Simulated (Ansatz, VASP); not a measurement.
## SnTe: VASP beside Ansatz

POSCAR

```
SnTe
1.0
    3.9047000000      0.0000000000      0.0000000000
    0.0000000000      3.9047000000      0.0000000000
    0.0000000000      0.0000000000      3.9047000000
Te Sn
1 1
Direct
    0.5000000000      0.5000000000      0.5000000000
    0.0000000000      0.0000000000      0.0000000000
```

The input INCAR.step1:

```
SYSTEM = SnTe
ALGO     = Normal         ! electronic algorithm
EDIFF    = 1E-5           ! SCF threshold, eV
ENCUT    = 520            ! plane-wave cutoff, eV
GGA      = PE             ! functional
ISIF     = 2              ! what is computed and relaxed
ISMEAR   = -1             ! smearing method
LASPH    = .True.         ! aspherical terms in the spheres
LREAL    = .False.        ! projectors in reciprocal space
LWAVE    = .True.         ! write WAVECAR
NBANDS   = 17             ! bands
NELM     = 100            ! most SCF steps
PREC     = Accurate       ! precision mode
SIGMA    = 0.05           ! smearing width, eV
```

Contents of INCAR.step2:

```
SYSTEM = SnTe
AEXX     = 0.25           ! exact-exchange fraction
ALGO     = Normal         ! electronic algorithm
EDIFF    = 1E-7           ! SCF threshold, eV
ENCUT    = 520            ! plane-wave cutoff, eV
GGA      = PE             ! functional
ISIF     = 2              ! what is computed and relaxed
ISMEAR   = -1             ! smearing method
ISTART   = 1            
LASPH    = .True.         ! aspherical terms in the spheres
LCHARG   = .True.         ! write CHGCAR
LELF     = .True.         ! ELF
LHFCALC  = .True.         ! exact exchange
LREAL    = .False.        ! projectors in reciprocal space
LVHAR    = .True.       
LWAVE    = .False.        ! write WAVECAR
NBANDS   = 17             ! bands
NELM     = 100            ! most SCF steps
PREC     = Accurate       ! precision mode
PRECFOCK = Normal       
SIGMA    = 0.05           ! smearing width, eV
```

The input KPOINTS:

```
k-points
0
Gamma
  4 4 4
  0 0 0
```

input

```
crystal:
  lattice:
    - [3.9047, 0.0, 0.0]
    - [0.0, 3.9047, 0.0]
    - [0.0, 0.0, 3.9047]
  atoms:
    - { symbol: Te, position: [0.5, 0.5, 0.5] }
    - { symbol: Sn, position: [0.0, 0.0, 0.0] }
hamiltonian:
  xc: pbe0
  pseudopotentials: { kind: paw }
kpoints:
  mp_grid: { grid: [4, 4, 4] }
scf:
  occupations: { method: fermi_dirac, width: 0.05 }
output:
  forces: true
  stress: true
  eigenvalues: true
```

Alike in both runs: task single point; functional PBE0; k mesh 4 × 4 × 4; occupations fermi-dirac, width 0.05 eV; no spin polarisation.

```csv
,VASP,Ansatz
version,VASP 6.6.1,Ansatz 0.2.0
potentials or method,"VASP PAW PBE potentials, release 64 (Te, Sn_d)",Ansatz PAW
plane-wave cutoff (eV),520,420
valence electrons in the cell,20,30
```

VASP gave:

| Item | Value |
| --- | --- |
| gap on the k mesh at the Fermi level (eV) | none |
| pressure (GPa) | -1.0 |

Problem. Which values does Ansatz return?

Solution. gap on the k mesh at the Fermi level (eV): none; pressure (GPa): -0.6.

A gap of «none» marks a metal or a gap that the smearing closes. The functional is the same, so the differences come from potentials, cutoffs and numerics. VASP's potentials hold 20 valence electrons a cell and Ansatz's 30, so a difference there can come from the potentials and not from the codes.

The k mesh is coarse, so the values compare programs but aren't converged. Neither program's run includes spin-orbit coupling.
